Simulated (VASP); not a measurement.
Crystal: InW4.

```xyz
5
Lattice="4.8437 0.0000 0.0000 0.0000 4.8437 0.0000 0.0000 0.0000 4.8437" Properties=species:S:1:pos:R:3 pbc="T T T"
In    2.4218    2.4218    2.4218
W     2.4218    0.0000    0.0000
W     0.0000    2.4218    0.0000
W     0.0000    0.0000    2.4218
W     0.0000    0.0000    0.0000
```

The cell was generated, and may not be a known phase.

```yaml
Program: VASP 6.6.1
Task: relaxation of cell and atoms
Functional: PBE
Potentials_or_basis: VASP PAW PBE potentials, release 64 (In_d, W_sv)
Cutoff: 500 eV
k_mesh: 4 × 4 × 4
Occupations: gaussian, width 0.1 eV
Spin: no spin polarisation
```

At the start: pressure -2.1 GPa; volume 22.73 Å³/atom.

Problem. Where does the relaxation end?

Solution. Over 3 steps the energy falls by 2.3 meV/atom and the volume is 22.38 Å³/atom (-1.5 %); space group Pm-3m (No. 221, to 0.1 Å) before and after.

The path:
| step | energy change (eV) | largest force (eV/Å) | pressure (GPa) | volume (Å³) |
| --- | --- | --- | --- | --- |
| 1 | 0.0000 | 0.0000 | -2.06 | 113.64 |
| 2 | 0.0250 | 0.0000 | 3.98 | 108.91 |
| 3 | -0.0113 | 0.0000 | -0.02 | 111.92 |

Final structure:
```xyz
5
Lattice="4.8191 0.0000 0.0000 0.0000 4.8191 0.0000 0.0000 0.0000 4.8191" Properties=species:S:1:pos:R:3 pbc="T T T"
In    2.4096    2.4096    2.4096
W     2.4096    0.0000    0.0000
W     0.0000    2.4096    0.0000
W     0.0000    0.0000    2.4096
W     0.0000    0.0000    0.0000
```
